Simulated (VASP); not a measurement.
Write the native input for VASP 6.6.1 that does the following.

* Task: single point
* Functional: PBE
* Potentials or basis: VASP PAW PBE potentials, release 64 (Ga_d, Te, As)
* Cutoff: 520 eV
* k mesh: 10 × 10 × 6
* Occupations: gaussian, width 0.1 eV
* Spin: no spin polarisation
* Dipole correction: no
* Further INCAR settings: ALGO = Fast; EDIFF = 1e-06; NBANDS = 40

The structure of Ga4TeAs lies in POSCAR:

```
Ga4TeAs
1.0
    3.8002612692      0.0000000000      0.0000000000
    0.0000000000      3.8002612692      0.0000000000
    0.0000000000      0.0000000000      9.0155994733
Ga Te As
4 1 1
Direct
    0.0000000000      0.0000000000      0.6815433185
    0.5000000000      0.5000000000      0.1493500652
    0.5000000000      0.5000000000      0.8506499348
    0.0000000000      0.0000000000      0.3184566815
    0.5000000000      0.5000000000      0.5000000000
    0.0000000000      0.0000000000      0.0000000000
```

These files were run (other wordings do the same):

INCAR

```
SYSTEM = Ga4TeAs
ALGO     = Fast           ! electronic algorithm
EDIFF    = 1E-6           ! SCF threshold, eV
ENCUT    = 520            ! plane-wave cutoff, eV
GGA      = PE             ! functional
ISIF     = 2              ! what is computed and relaxed
ISMEAR   = 0              ! smearing method
LASPH    = .True.         ! aspherical terms in the spheres
LCHARG   = .False.        ! write CHGCAR
LREAL    = .False.        ! projectors in reciprocal space
LWAVE    = .False.        ! write WAVECAR
NBANDS   = 40             ! bands
NELM     = 100            ! most SCF steps
PREC     = Accurate       ! precision mode
SIGMA    = 0.1            ! smearing width, eV
```

KPOINTS

```
k-points
0
Gamma
  10 10 6
  0 0 0
```

Potentials or basis: VASP PAW PBE potentials, release 64 (Ga_d, Te, As).

Command:

```sh
$ cat potpaw_PBE.64/Ga_d/POTCAR potpaw_PBE.64/Te/POTCAR potpaw_PBE.64/As/POTCAR > POTCAR
$ mpirun -np 1 vasp_std > vasp.out
```

It gave:

| Quantity | Value |
| --- | --- |
| Pressure | -0.1 GPa |
| Largest force | 0.008 eV/Å |

It took 2.8 min on 1 thread of Intel(R) Xeon(R) 6975P-C (Granite Rapids) (shared host), peak memory 0.5 GiB.
